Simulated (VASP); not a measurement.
# Ta2GaN3 (P6/mmm) in VASP: a series of runs

Runs on Ta2GaN3. Level: PBE. Tasks: single point, relaxation of cell and atoms.

All numbers are computed with VASP 6.6.1; they aren't measurements. Logs are shortened: lines on timing, memory, paths and dates and some standing lists are left out, and cuts for length are marked.

### 1 The cell of the first run

It takes space group P6/mmm (No. 191, hexagonal). Conventional cell: a = 5.514 Å, b = 5.514 Å, c = 2.829 Å, α = 90.00°, β = 90.00°, γ = 120.00°. Within 2.9 Å of Ta (site symmetry -6m2) lie 6 N at 2.13 Å and 2 Ta at 2.83 Å. Ga (site symmetry 6/mmm) has 2 Ga at 2.83 Å and 12 N at 3.10 Å and 6 Ta at 3.18 Å within 3.7 Å. N (site symmetry mmm) has 4 Ta at 2.13 Å and 6 N at 2.76 to 2.83 Å within 2.9 Å.

The cell was built from a structure type or drawn by symmetry, and may not be a known phase.

### 2 Single point, PBE

INCAR

```
ALGO     = Normal         # electronic algorithm
EDIFF    = 1E-6           # SCF threshold, eV
ENCUT    = 520            # plane-wave cutoff, eV
GGA      = PE             # functional
ISIF     = 2              # what is computed and relaxed
ISMEAR   = 0              # smearing method
LASPH    = T              # aspherical terms in the spheres
LCHARG   = T              # write CHGCAR
LELF     = T              # ELF
LREAL    = F              # projectors in reciprocal space
LVHAR    = T            
LWAVE    = F              # write WAVECAR
NBANDS   = 34             # bands
NELM     = 60             # most SCF steps
PREC     = Accurate       # precision mode
SIGMA    = 0.1            # smearing width, eV
```

KPOINTS

```
k-points
0
Gamma
  6 6 6
```

POSCAR

```
Ta2GaN3
1.0
    5.5141541545      0.0000000000      0.0000000000
   -2.7570770773      4.7753975782      0.0000000000
    0.0000000000      0.0000000000      2.8285195213
Ta Ga N
2 1 3
Direct
    0.3333333333      0.6666666667      0.0000000000
    0.6666666667      0.3333333333      0.0000000000
    0.0000000000      0.0000000000      0.0000000000
    0.5000000000      0.0000000000      0.5000000000
    0.5000000000      0.5000000000      0.5000000000
    0.0000000000      0.5000000000      0.5000000000
```

Potentials or basis: VASP PAW PBE potentials, release 64 (Ta_pv, Ga_d, N).

The run is started by

```bash
$ cat potpaw_PBE.64/Ta_pv/POTCAR potpaw_PBE.64/Ga_d/POTCAR potpaw_PBE.64/N/POTCAR > POTCAR
$ mpirun -np 1 vasp_std > vasp.out
```

OUTCAR:

```text
EDIFF = 1E-6
   ENCUT = 520
   GGA = PE
   ISIF = 2
   ISMEAR = 0
   LASPH = T
   LREAL = F
   NELM = 60
   PREC = Accurate

 ion  position               nearest neighbor table
   1  0.333  0.667  0.000-   6 2.13   6 2.13   4 2.13   4 2.13   5 2.13   5 2.13   2 3.18   2 3.18
                             3 3.18   3 3.18   3 3.18   2 3.18
   2  0.667  0.333  0.000-   6 2.13   6 2.13   4 2.13   4 2.13   5 2.13   5 2.13   1 3.18   1 3.18
                             3 3.18   3 3.18   3 3.18   1 3.18
   3  0.000  0.000  0.000-   1 3.18   2 3.18   2 3.18   1 3.18   2 3.18   1 3.18
   4  0.500  0.000  0.500-   1 2.13   2 2.13   1 2.13   2 2.13
   5  0.500  0.500  0.500-   1 2.13   2 2.13   1 2.13   2 2.13
   6  0.000  0.500  0.500-   1 2.13   2 2.13   1 2.13   2 2.13

  LATTYP: Found a hexagonal cell.
 ALAT       =     5.5141541545
 C/A-ratio  =     0.5129561927

  Lattice vectors:

 A1 = (   5.5141541545,   0.0000000000,   0.0000000000)
 A2 = (  -2.7570770773,   4.7753975782,   0.0000000000)
 A3 = (   0.0000000000,   0.0000000000,   2.8285195213)

Analysis of symmetry for initial positions (statically):
=====================================================================
 Subroutine PRICEL returns:
 Original cell was already a primitive cell.

 Routine SETGRP: Setting up the symmetry group for a
 hexagonal supercell.

 Subroutine GETGRP returns: Found 24 space group operations
 (whereof 24 operations were pure point group operations)
 out of a pool of 24 trial point group operations.

The static configuration has the point symmetry D_6h.

Analysis of symmetry for dynamics (positions and initial velocities):
=====================================================================
 Subroutine PRICEL returns:
 Original cell was already a primitive cell.

 Routine SETGRP: Setting up the symmetry group for a
 hexagonal supercell.

 Subroutine GETGRP returns: Found 24 space group operations
 (whereof 24 operations were pure point group operations)
 out of a pool of 24 trial point group operations.

The dynamic configuration has the point symmetry D_6h.

 Subroutine INISYM returns: Found 24 space group operations
 (whereof 24 operations are pure point group operations),
 and found     1 'primitive' translations

----------------------------------------------------------------------------------------

                                     Primitive cell

  volume of cell :      74.4814

  direct lattice vectors                    reciprocal lattice vectors
     5.514154154  0.000000000  0.000000000     0.181351477  0.104703324  0.000000000
    -2.757077077  4.775397578  0.000000000     0.000000000  0.209406648  0.000000000
     0.000000000  0.000000000  2.828519521     0.000000000  0.000000000  0.353541841

  length of vectors
     5.514154154  5.514154155  2.828519521     0.209406648  0.209406648  0.353541841

  position of ions in fractional coordinates (direct lattice)
     0.333333333  0.666666667  0.000000000
     0.666666667  0.333333333  0.000000000
     0.000000000  0.000000000  0.000000000
     0.500000000  0.000000000  0.500000000
     0.500000000  0.500000000  0.500000000
     0.000000000  0.500000000  0.500000000

  ion indices of the primitive-cell ions
   primitive index   ion index
                 1           1
                 2           2
                 3           3
                 4           4
                 5           5
                 6           6

----------------------------------------------------------------------------------------

 KPOINTS: k-points

Automatic generation of k-mesh.
 Grid dimensions read from file:
 generate k-points for:    6    6    6

 Generating k-lattice:

  Cartesian coordinates                     Fractional coordinates (reciprocal lattice)
     0.030225246  0.017450554  0.000000000     0.166666667  0.000000000  0.000000000
     0.000000000  0.034901108  0.000000000     0.000000000  0.166666667  0.000000000
     0.000000000  0.000000000  0.058923640     0.000000000  0.000000000  0.166666667

  Length of vectors
     0.034901108  0.034901108  0.058923640

  Shift w.r.t. Gamma in fractional coordinates (k-lattice)
     0.000000000  0.000000000  0.000000000

 Subroutine IBZKPT returns following result:
 ===========================================

 Found     28 irreducible k-points:

 Following reciprocal coordinates:
            Coordinates               Weight
  0.000000  0.000000  0.000000      1.000000
  0.166667 -0.000000  0.000000      6.000000
  0.333333  0.000000  0.000000      6.000000
  0.500000 -0.000000  0.000000      3.000000
  0.166667  0.166667  0.000000      6.000000
  0.333333  0.166667  0.000000     12.000000
[... 16 lines left out ...]
  0.166667 -0.000000  0.500000      6.000000
  0.333333  0.000000  0.500000      6.000000
 [... further k-points ...]
   k-points           NKPTS =     28   k-points in BZ     NKDIM =     28   number of bands    NBANDS=     34
   number of dos      NEDOS =    301   number of ions     NIONS =      6
   total plane-waves  NPLWV =  42336
   dimension x,y,z NGX =    42 NGY =   42 NGZ =   24
   dimension x,y,z NGXF=    84 NGYF=   84 NGZF=   48
   ions per type =               2   1   3
   NGX,Y,Z   is equivalent  to a cutoff of  12.66, 12.66, 14.11 a.u.
   NGXF,Y,Z  is equivalent  to a cutoff of  25.33, 25.33, 28.21 a.u.
 SYSTEM =  unknown system
   PREC   = accura    normal or accurate (medium, high low for compatibility)
   ISTART =      0    job   : 0-new  1-cont  2-samecut
   ICHARG =      2    charge: 1-file 2-atom 10-const
   ISPIN  =      1    spin polarized calculation?
   LNONCOLLINEAR =      F non collinear calculations
   LSORBIT =      F    spin-orbit coupling
   LASPH  =      T    aspherical Exc in radial PAW
   ENCUT  =  520.0 eV  38.22 Ry    6.18 a.u.  10.25 10.25  5.26*2*pi/ulx,y,z
   NELM   =     60;   NELMIN=  2; NELMDL= -5     # of ELM steps
   EDIFF  = 0.1E-05   stopping-criterion for ELM
   LREAL  =      F    real-space projection
   EDIFFG = 0.1E-04   stopping-criterion for IOM
   NSW    =      0    number of steps for IOM
   IBRION =     -1    ionic relax: 0-MD 1-quasi-New 2-CG
   NFREE  =      0    steps in history (QN), initial steepest desc. (CG)
   ISIF   =      2    stress and relaxation
   ISYM   =      2    0-nonsym 1-usesym 2-fastsym
   POTIM  = 0.5000    time-step for ionic-motion
   TEBEG  =    0.0;   TEEND  =   0.0 temperature during run
   PSTRESS=    0.0 pullay stress
   NELECT =      50.0000    total number of electrons
   NUPDOWN=      -1.0000    fix difference up-down
   EMIN   =  10.00;   EMAX   =-10.00  energy-range for DOS
   EFERMI =   0.00;   METHOD = LEGACY
   ISMEAR =     0;   SIGMA  =   0.10  broadening in eV -4-tet -1-fermi 0-gaus
   EFERMI_NEDOS =   21; number of points for ismear=-14 and -15
   IALGO  =     38    algorithm
   IMIX   =      4    mixing-type and parameters
     AMIX     =   0.40;   BMIX     =  1.00
     AMIX_MAG =   1.60;   BMIX_MAG =  1.00
  volume/ion in A,a.u.               =      12.41        83.77
  Fermi-wavevector in a.u.,A,eV,Ry     =   1.433449  2.708826 27.956931  2.054776
  Thomas-Fermi vector in A             =   2.552966
   LORBIT       =      0    0 simple, 1 ext, 2 COOP (PROOUT), +10 PAW based schemes
   GGA     = PE    functional components
   LHFCALC =     F    Hartree Fock is set to
   AEXX    =    0.0000 exact exchange contribution
   IVDW    =     0    specifies the selected vdW correction
   LEPSILON=     F    determine dielectric tensor
   LRPA    =     F    only Hartree local field effects (RPA)
 non-spin polarized calculation
 Gauss-broadening in eV      SIGMA  =   0.10
  energy-cutoff  :      520.00
  volume of cell :       74.48
 maximum number of plane-waves:      2033
 NGX is ok and might be reduce to    42
   NGX = 21   NGY = 21   NGZ = 11

 number of electron      50.0000010 magnetization

 Free energy of the ion-electron system (eV)
  ---------------------------------------------------
  ext. energy  EPLUGINS =         0.00000000
  ---------------------------------------------------
  free energy    TOTEN  =       -55.34911635 eV

  energy without entropy =      -55.34160377  energy(sigma->0) =      -55.34536006

 E-fermi :   6.9372     XC(G=0): -12.1126

 val. band max:        6.9052249523   @ k =   0.1667  -0.0000   0.3333
 cond. band min:       6.9437781866   @ k =   0.3333   0.0000   0.5000
 fundamental gap:      0.0385532342
 Fermi energy:         6.9371851425

 k-point     1 :       0.0000    0.0000    0.0000
  band No.  band energies     occupation
      1     -29.4031      2.00000
      2     -29.4031      2.00000
      3     -29.1322      2.00000
      4     -29.1322      2.00000
      5     -28.6902      2.00000
      6     -28.6238      2.00000
[... 26 lines left out ...]
     33      12.0175      0.00000
     34      12.0175      0.00000

 k-point     2 :       0.1667   -0.0000    0.0000
  band No.  band energies     occupation
      1     -29.4073      2.00000
      2     -29.3893      2.00000
      3     -29.1469      2.00000
      4     -29.1278      2.00000
      5     -28.6863      2.00000
      6     -28.6277      2.00000
[... 26 lines left out ...]
     33      11.3792      0.00000
     34      11.5026      0.00000

 k-point     3 :       0.3333    0.0000    0.0000
  band No.  band energies     occupation
      1     -29.4153      2.00000
      2     -29.3552      2.00000
      3     -29.1828      2.00000
      4     -29.1194      2.00000
      5     -28.6762      2.00000
      6     -28.6379      2.00000
[... 26 lines left out ...]
     33      10.6926      0.00000
     34      10.7714      0.00000
[... 704 lines left out ...]
 k-point    23 :       0.1667   -0.0000    0.5000
  band No.  band energies     occupation
      1     -29.7070      2.00000
      2     -29.5981      2.00000
      3     -29.2412      2.00000
      4     -29.2256      2.00000
      5     -29.0156      2.00000
      6     -28.9993      2.00000
[... 26 lines left out ...]
     33      11.1140      0.00000
     34      12.8046      0.00000

 k-point    24 :       0.3333    0.0000    0.5000
  band No.  band energies     occupation
      1     -29.6884      2.00000
      2     -29.6171      2.00000
      3     -29.2478      2.00000
      4     -29.1954      2.00000
      5     -29.0467      2.00000
      6     -28.9924      2.00000
[... 26 lines left out ...]
     33      11.4534      0.00000
     34      12.8372      0.00000

 [... further k-points ...]
[... 5 lines left out ...]
  --------------------------------------------------------------------------------------
  -------------------------------------------------------------------------------------
  Total        0.2263067      0.2263067      0.3408957     -0.0000000     -0.0000000     -0.0000000
  in kB        4.8681109      4.8681109      7.3330462     -0.0000000     -0.0000000     -0.0000000
  external PRESSURE =       5.6897560 kB  Pullay stress =       0.0000000 kB

 VOLUME and BASIS-vectors are now :
 -----------------------------------------------------------------------------
  energy-cutoff  :      520.00
  volume of cell :       74.48
      direct lattice vectors                 reciprocal lattice vectors
     5.514154154  0.000000000  0.000000000     0.181351477  0.104703324  0.000000000
    -2.757077077  4.775397578  0.000000000     0.000000000  0.209406648  0.000000000
     0.000000000  0.000000000  2.828519521     0.000000000  0.000000000  0.353541841

 POSITION                                       TOTAL-FORCE (eV/Angst)
 -----------------------------------------------------------------------------------
     -0.00000      3.18360      0.00000         0.000000     -0.000000      0.000000
      2.75708      1.59180      0.00000        -0.000000      0.000000     -0.000000
      0.00000      0.00000      0.00000        -0.000000      0.000000      0.000000
      2.75708      0.00000      1.41426        -0.000000      0.000000      0.000000
      1.37854      2.38770      1.41426        -0.000000      0.000000      0.000000
     -1.37854      2.38770      1.41426        -0.000000      0.000000      0.000000
 -----------------------------------------------------------------------------------
    total drift:                               -0.000000      0.000000      0.000000

  FREE ENERGIE OF THE ION-ELECTRON SYSTEM (eV)
  ---------------------------------------------------
  free  energy   TOTEN  =       -55.3491163493 eV

  energy  without entropy=      -55.3416037664  energy(sigma->0) =      -55.34536006
```

Run time: 34 s. Hardware: 1 thread of Intel Xeon 6975P-C (Granite Rapids), shared host; peak memory 0.23 GiB.

Results:

- Free energy: -55.3491 eV
- Pressure: 0.6 GPa
- Band gap on the k mesh: zero (bands 25 and 26 overlap by 1.90 eV)

Caveat: the k points lie up to 0.37 Å⁻¹ apart, too coarse for converged energies and pressures of a metal; spin-orbit coupling is left out, which moves the levels of the heavy elements.

### 3 Single point, PBE

This run uses another cell than the first one, of 13.53 Å³/atom.

INCAR

```
ALGO = Normal
EDIFF = 1E-6
ENCUT = 520
GGA = PE
ISIF = 2
ISMEAR = 0
LASPH = T
LCHARG = F
LREAL = F
LWAVE = F
NBANDS = 34
NELM = 100
PREC = Accurate
SIGMA = 0.1
```

KPOINTS is that of step 2.

POSCAR

```
Ta2GaN3
1.0
    5.5421539800      0.0000000000      0.0000000000
   -2.7710769900      4.7996461400      0.0000000000
    0.0000000000      0.0000000000      3.0515386600
Ta Ga N
2 1 3
Direct
    0.3333333300      0.6666666700      0.0000000000
    0.6666666700      0.3333333300      0.0000000000
    0.0000000000      0.0000000000      0.0000000000
    0.5000000000      0.0000000000      0.5000000000
    0.5000000000      0.5000000000      0.5000000000
    0.0000000000      0.5000000000      0.5000000000
```

Potentials or basis: VASP PAW PBE potentials, release 64 (Ta_pv, Ga_d, N).

The run is started by

```bash
$ cat potpaw_PBE.64/Ta_pv/POTCAR potpaw_PBE.64/Ga_d/POTCAR potpaw_PBE.64/N/POTCAR > POTCAR
$ mpirun -np 1 vasp_std > vasp.out
```

Wall time 41 s (1 thread of Intel Xeon 6975P-C (Granite Rapids), shared host); peak memory 0.24 GiB.

It converged, with:

```yaml
Free_energy: -54.5238 eV
Pressure: -19.8 GPa
Band_gap_on_the_k_mesh: zero (bands 25 and 26 overlap by 1.61 eV)
```

Stress tensor (GPa, compression positive):
```
 -9.40   0.00   0.00
  0.00  -9.40   0.00
  0.00   0.00 -40.61
```

Levels at points of the mesh, in eV from the Fermi level:
```csv
k point,band 23,band 24,band 25,band 26,band 27,band 28
"(0.00, 0.00, 0.00)",-2.38,-2.14,-1.14,0.39,0.39,1.42
"(0.50, 0.00, 0.00)",-2.78,-2.29,-2.02,0.63,0.97,1.61
"(0.00, 0.00, 0.50)",-1.95,-1.79,-1.79,-0.62,-0.60,2.73
"(0.50, 0.00, 0.50)",-2.88,-1.17,-0.76,0.89,0.90,1.06
```

Caveat: the cell stands under tension; spin-orbit coupling is left out, which moves the levels of the heavy elements.

### 4 Relaxation of cell and atoms, PBE

This run uses another cell than the first one, of 13.53 Å³/atom.

INCAR

```
SYSTEM = Ta2GaN3
  PREC = Accurate
  ENCUT = 600
  EDIFF = 1E-7
  ISMEAR = 0
  SIGMA = 0.1
  LREAL = .False.
  LASPH = .True.
  NELM = 80
  ALGO = Normal
  ISIF = 3
  LWAVE = .False.
  LCHARG = .False.
  GGA = PE
  IBRION = 2
  NSW = 90
  EDIFFG = -0.04
```

KPOINTS

```
Automatic mesh
0
Gamma
  6 6 6
  0 0 0
```

POSCAR is that of step 3.

The run is started by

```bash
$ cat potpaw_PBE.64/Ta_pv/POTCAR potpaw_PBE.64/Ga_d/POTCAR potpaw_PBE.64/N/POTCAR > POTCAR
$ mpirun -np 1 vasp_std > vasp.out
```

Wall time 3.8 min (1 thread of Intel Xeon 6975P-C (Granite Rapids), shared host); peak memory 0.29 GiB.

The run converged. Its results:

```
Free energy                           : -55.3637 eV
Relaxed volume                        : 12.44 Å³/atom
Relaxed cell                          : a = 5.518 Å, b = 5.518 Å, c = 2.831 Å, α = 90.00°, β = 90.00°, γ = 120.00°
Space group after relaxing (to 0.1 Å) : P6/mmm (No. 191)
Energy gained by relaxing             : 139.1 meV/atom
Ionic steps                           : 7
Pressure after relaxing               : 0.0 GPa
Band gap on the k mesh                : zero (bands 25 and 26 overlap by 1.90 eV)
```

The path:
```tsv
step	energy change (eV)	largest force (eV/Å)	pressure (GPa)	volume (Å³)
1	0.0000	0.0000	-19.91	81.17
2	1.9963	0.0000	71.78	62.56
3	-0.8018	0.0000	-0.42	74.26
4	-0.8095	0.0000	1.59	73.73
5	-0.8099	0.0000	2.17	73.58
6	-0.8335	0.0000	-0.42	74.84
7	-0.8344	0.0000	-0.05	74.64
```

Final structure:
```yaml
crystal:
  lattice:
    - [5.51801, 0.00000, 0.00000]
    - [-2.75900, 4.77873, 0.00000]
    - [0.00000, 0.00000, 2.83074]
  atoms:
    - { symbol: Ta, position: [0.33333, 0.66667, 0.00000] }
    - { symbol: Ta, position: [0.66667, 0.33333, 0.00000] }
    - { symbol: Ga, position: [0.00000, 0.00000, 0.00000] }
    - { symbol: N, position: [0.50000, 0.00000, 0.50000] }
    - { symbol: N, position: [0.50000, 0.50000, 0.50000] }
    - { symbol: N, position: [0.00000, 0.50000, 0.50000] }
```

Levels at points of the mesh, in eV from the Fermi level:
```
           k point  band 21  band 22  band 23  band 24  band 25  band 26  band 27  band 28  band 29  band 30
(0.00, 0.00, 0.00)    -3.15    -3.15    -3.03    -2.26    -1.87     0.38     0.38     1.54     1.83     1.83
(0.50, 0.00, 0.00)    -3.85    -3.44    -3.32    -3.11    -2.35     0.13     0.78     1.99     2.36     2.46
(0.00, 0.00, 0.50)    -2.63    -2.63    -2.31    -1.81    -1.81    -1.17    -1.11     3.15     3.15     3.40
(0.50, 0.00, 0.50)    -4.48    -3.94    -3.44    -1.73    -0.62     0.33     0.87     1.12     2.55     3.63
```

Caveat: spin-orbit coupling is left out, which moves the levels of the heavy elements.

(Part 1 of 2 ends here.)
